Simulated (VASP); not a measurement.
## PbS: single point with PBEsol

The system is PbS.

```
CELL_PARAMETERS angstrom
2.05694 -3.56583 0.00000
2.05694 3.56583 0.00000
0.00000 0.00000 7.55994
ATOMIC_POSITIONS crystal
Pb 0.00103 0.99897 0.48673
Pb 0.99897 0.00103 0.98673
S 0.66715 0.33285 0.69247
S 0.33285 0.66715 0.19247
```

```json
{"Program": "VASP 6.6.1", "Task": "single point", "Functional": "PBEsol", "Potentials or basis": "VASP PAW PBE potentials, release 64 (Pb_d, S)", "Cutoff": "520 eV", "k mesh": "4 × 4 × 2", "Occupations": "fermi-dirac, width 0.02 eV", "Spin": "no spin polarisation"}
```

```
Pressure               : -1.8 GPa
Largest force          : 0.067 eV/Å
Band gap on the k mesh : 0.58 eV, indirect (least direct gap 1.14 eV)
```

Forces in eV/Å, atoms in the order of the input:
```
Pb   0.000  0.006  0.066
Pb   0.000 -0.006  0.066
S    0.000 -0.003 -0.066
S    0.000  0.003 -0.066
```

Stress tensor (GPa, compression positive):
```
-1.59  0.00  0.00
 0.00 -1.62  0.00
 0.00  0.00 -2.31
```

Levels at points of the mesh, in eV from the valence-band top:
```
           k point  band 18  band 19  band 20  band 21  band 22  band 23
(0.00, 0.00, 0.00)    -1.29    -1.29     0.00     1.14     3.62     3.62
(0.50, 0.00, 0.00)    -1.63    -1.31    -0.70     0.58     2.59     2.93
(0.50, 0.50, 0.00)    -1.62    -1.31    -0.69     0.58     2.60     2.94
(0.00, 0.00, 0.50)    -1.46    -1.19    -1.19     2.73     2.73     3.69
(0.50, 0.00, 0.50)    -2.26    -2.20    -2.20     2.51     2.51     3.43
(0.50, 0.50, 0.50)    -2.26    -2.20    -2.20     2.51     2.51     3.43
```

Run time: 47 s on 1 thread of Intel Xeon 8259CL (shared host), peak memory 0.24 GiB.

Caveat: the k points lie up to 0.44 Å⁻¹ apart; the PAW data sets were made with another functional, which shifts forces and pressure a little; spin-orbit coupling is left out, which moves the levels of the heavy elements. A k mesh can miss the band edges.
